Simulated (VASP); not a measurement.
Runs of VASP 6.6.1 on Cd. The structure is that of space group P6_3/mmc (No. 194), or close to it. The cells are those of the table. 

| task | cell | k mesh for the DOS | occupations for the DOS | gap on the mesh (eV) | pressure (GPa) |
| --- | --- | --- | --- | --- | --- |
| electric field gradients | a = 2.989, b = 2.989, c = 5.636 Å, angles 90.0, 90.0, 120.0°, 2 atoms | - | - | none | -1.6 |
| electric field gradients | a = 2.928, b = 2.928, c = 5.522 Å, angles 90.0, 90.0, 120.0°, 2 atoms | - | - | none | 2.2 |
| single point | a = 2.928, b = 2.928, c = 5.522 Å, angles 90.0, 90.0, 120.0°, 2 atoms | - | - | none | 2.2 |
| electric field gradients | a = 2.969, b = 2.969, c = 5.599 Å, angles 90.0, 90.0, 120.0°, 2 atoms | - | - | none | (a) |
| electric field gradients | a = 3.018, b = 3.018, c = 5.692 Å, angles 90.0, 90.0, 120.0°, 2 atoms | - | - | none | -3.0 |
| electric field gradients | a = 3.028, b = 3.028, c = 5.710 Å, angles 90.0, 90.0, 120.0°, 2 atoms | - | - | none | (b) |
| electric field gradients | a = 2.979, b = 2.979, c = 5.618 Å, angles 90.0, 90.0, 120.0°, 2 atoms | - | - | none | -1.1 |
| electric field gradients | a = 3.037, b = 3.037, c = 5.728 Å, angles 90.0, 90.0, 120.0°, 2 atoms | - | - | none | -3.7 |
| electric field gradients | a = 2.999, b = 2.999, c = 5.655 Å, angles 90.0, 90.0, 120.0°, 2 atoms | - | - | none | -2.1 |

Alike in all rows: level PBEsol; potentials or basis VASP PAW PBE potentials, release 64 (Cd); no spin polarisation; k mesh 14 × 14 × 7; cutoff (eV) 520; smearing fermi-dirac 0.05 eV.

Estimate the missing entries.

(a) -0.5; (b) -3.4.

Caveats: the PAW data sets were made with another functional, which shifts forces and pressure a little.

A k mesh can miss the band edges, and the runs leave out spin-orbit coupling on Cd.

A gap of «none» marks levels without a gap at the run's occupations.
